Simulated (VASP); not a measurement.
Crystal: Pd.

```
Pd
1.0
     2.56240    0.00000    0.00000
     0.00000    2.56240    0.00000
     0.00000    0.00000    2.56240
Pd
1
Direct
  0.00000 0.00000 0.00000
```

```yaml
Program: VASP 6.6.1
Task: relaxation of cell and atoms
Functional: PBE
Potentials_or_basis: VASP PAW PBE potentials, release 64 (Pd)
Cutoff: 500 eV
k_mesh: 13 × 13 × 13
Occupations: fermi-dirac, width 0.03 eV
Spin: no spin polarisation
```

At the start: pressure 8.0 GPa; volume 16.82 Å³/atom.

Where does the relaxation end?

Over 16 steps the energy falls by 22.7 meV/atom and the volume is 17.79 Å³/atom (+5.8 %); space group Pm-3m (No. 221, to 0.05 Å).

The path:
```csv
step,energy change (eV),largest force (eV/Å),pressure (GPa),volume (Å³)
1,0.0000,0.0000,7.96,16.82
2,0.0017,0.0000,-6.39,18.94
3,-0.0227,0.0000,-0.07,17.81
4,-0.0227,0.0000,0.07,17.79
5,-0.0227,0.0000,0.07,17.79
6,-0.0227,0.0000,0.06,17.79
7,-0.0227,0.0000,0.06,17.79
8,-0.0227,0.0000,0.06,17.79
9,-0.0227,0.0000,0.06,17.79
10,-0.0227,0.0000,0.06,17.79
11,-0.0227,0.0000,0.06,17.79
12,-0.0227,0.0000,0.06,17.79
13,-0.0227,0.0000,0.06,17.79
14,-0.0227,0.0000,0.06,17.79
15,-0.0227,0.0000,0.05,17.79
16,-0.0227,0.0000,0.04,17.79
```

Final structure:
```yaml
crystal:
  lattice:
    - [2.61067, 0.00000, 0.00000]
    - [0.00000, 2.61067, 0.00000]
    - [0.00000, 0.00000, 2.61067]
  atoms:
    - { symbol: Pd, position: [0.00000, 0.00000, 0.00000] }
```
